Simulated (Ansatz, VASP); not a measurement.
Pt: VASP beside Ansatz

```xyz
1
Lattice="0.0000 1.9468 1.9468 1.7327 0.0000 1.9468 1.7327 1.9468 0.0000" Properties=species:S:1:pos:R:3 pbc="T T T"
Pt    0.0000    0.0000    0.0000
```

Change from the starting cell: normal strain along x -0.1100, normal strain along z +0.0000.

Alike in both runs: task single point; functional LDA; k mesh 20 × 20 × 20; occupations gaussian, width 0.15 eV; no spin polarisation.

|  | VASP | Ansatz |
| --- | --- | --- |
| version | VASP 6.6.1 | Ansatz 0.2.0 |
| potentials or method | VASP PAW LDA potentials, release 64 (Pt), cutoff 520 eV | scalar-relativistic, plane waves, PAW |
| valence electrons in the cell | 10 | 18 |

```csv
,VASP,Ansatz,Ansatz less VASP
gap on the k mesh at the Fermi level (eV),none,none,-
pressure (GPa),51.6,50.2,-1.43
"traceless stress, the component that is largest in VASP (GPa)",7.17,7.10,-0.067
```

LDA's correlation is that of Perdew and Zunger in VASP and of Perdew and Wang (1992) in Ansatz. A gap of «none» marks a metal or a gap that the smearing closes. Both programs put the cell under a high pressure, so it lies far from rest at this level. VASP's potentials hold 10 valence electrons a cell and Ansatz's 18, so a difference there can come from the potentials and not from the codes.

Spin-orbit coupling is off throughout.
